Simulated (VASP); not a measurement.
Set up this calculation in VASP 6.6.1, as the native input.

```
Task                   : single point
Functional             : PBE
Potentials or basis    : VASP PAW PBE potentials, release 64 (Nb_sv, As)
Cutoff                 : 520 eV
k mesh                 : 4 × 4 × 4
Occupations            : gaussian, width 0.1 eV
Spin                   : no spin polarisation
Dipole correction      : no
Further INCAR settings : ALGO = Normal; EDIFF = 1e-06; NBANDS = 32
```

The structure of Nb3As2 lies in POSCAR:

```
Nb3As2
1.0
    4.3202441800      0.0000000000      0.0000000000
    0.0000000000      4.3202441800      0.0000000000
    0.0000000000      0.0000000000      6.1623614000
Nb As
3 2
Direct
    0.0000000000      0.5000000000      0.0000000000
    0.5000000000      0.0000000000      0.0000000000
    0.5000000000      0.5000000000      0.5000000000
    0.5000000000      0.5000000000      0.0000000000
    0.0000000000      0.0000000000      0.5000000000
```

The cell was built from a structure type or drawn by symmetry, and may not be a known phase.

The input as run:

INCAR

```
SYSTEM = Nb3As2
PREC = Accurate
ENCUT = 520
EDIFF = 1E-6
ISMEAR = 0
SIGMA = 0.1
LREAL = .FALSE.
LASPH = .TRUE.
NELM = 80
ALGO = Normal
ISIF = 2
LWAVE = .FALSE.
LCHARG = .TRUE.
GGA = PE
LELF = .TRUE.
LVHAR = .TRUE.
NBANDS = 32
```

KPOINTS

```
regular mesh
0
G
  4 4 4
  0 0 0
```

Potentials or basis: VASP PAW PBE potentials, release 64 (Nb_sv, As).

Command:

```console
$ cat potpaw_PBE.64/Nb_sv/POTCAR potpaw_PBE.64/As/POTCAR > POTCAR
$ mpirun -np 1 vasp_std > vasp.out
```

Results of the run:

```yaml
Pressure: 12.4 GPa
Band_gap_on_the_k_mesh: zero (an odd number of electrons rules out a gap without spin polarisation)
```

Caveat: the k points lie up to 0.36 Å⁻¹ apart, too coarse for converged energies and pressures of a metal.

It took 34 s on 1 thread of Intel(R) Xeon(R) 6975P-C (Granite Rapids), with other jobs on the host, peak memory 0.23 GiB.
